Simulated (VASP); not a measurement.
Crystal: LiF.

```
Li F
1.0
     0.00000    2.01400    2.01400
     2.01400    0.00000    2.01400
     2.01400    2.01400    0.00000
Li F
1 1
Direct
  0.00000 0.00000 0.00000
  0.50000 0.50000 0.50000
```

```yaml
Program: VASP 6.6.1
Task: relaxation of cell and atoms
Functional: LDA
Potentials_or_basis: VASP PAW LDA potentials, release 64 (Li_sv, F)
Cutoff: 600 eV
k_mesh: 10 × 10 × 10, shifted
Occupations: fermi-dirac, width 0.1 eV
Spin: no spin polarisation
```

At the start: pressure -7.0 GPa; volume 8.17 Å³/atom.

Q: How do energy, volume and symmetry change on relaxing?

A: Over 4 steps the energy falls by 18.5 meV/atom and the volume is 7.39 Å³/atom (-9.5 %); space group Fm-3m (No. 225, to 0.1 Å) before and after.

Step by step:
```csv
step,energy change (eV),largest force (eV/Å),pressure (GPa),volume (Å³)
1,0.0000,0.0000,-7.00,16.34
2,-0.0283,0.0000,-3.74,15.51
3,-0.0369,0.0000,-0.51,14.88
4,-0.0371,0.0000,0.02,14.79
```

Final structure:
```yaml
crystal:
  lattice:
    - [0.00000, 1.94818, 1.94818]
    - [1.94818, 0.00000, 1.94818]
    - [1.94818, 1.94818, 0.00000]
  atoms:
    - { symbol: Li, position: [0.00000, 0.00000, 0.00000] }
    - { symbol: F, position: [0.50000, 0.50000, 0.50000] }
```

Caveat: the cutoff is under 1.25 times the usual one of these potentials, so pressure, stress and relaxed cells hold a basis-set (Pulay) error.
